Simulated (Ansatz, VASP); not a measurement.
SiGe: VASP beside Ansatz

```
Si Ge
1.0
     3.90060    0.00000    0.00000
    -1.95030    3.37802    0.00000
     0.00000    0.00000    6.44339
Si Ge
2 2
Direct
  0.66667 0.33333 0.87455
  0.33333 0.66667 0.37455
  0.66667 0.33333 0.50045
  0.33333 0.66667 0.00045
```

Alike in both runs: functional PBEsol; k mesh 12 × 12 × 6; occupations gaussian, width 0.02 eV; no spin polarisation.

Ansatz relaxed the structure, and its values are those at the end. VASP's run is a single point on that final structure, the one shown.

|  | VASP | Ansatz |
| --- | --- | --- |
| version | VASP 6.6.1 | Ansatz 0.2.0 |
| potentials or method | VASP PAW PBE potentials, release 64 (Si, Ge_d), cutoff 520 eV | scalar-relativistic, plane waves, PAW |
| valence electrons in the cell | 36 | 36 |

```csv
,VASP,Ansatz,Ansatz less VASP
gap on the k mesh at the Fermi level (eV),0.35,0.35,-0.001
least direct gap on the mesh (eV),0.41,0.40,-0.005
pressure (GPa),0.0,0.0,+0.03
```

VASP's potentials were made for PBE, not for PBEsol.
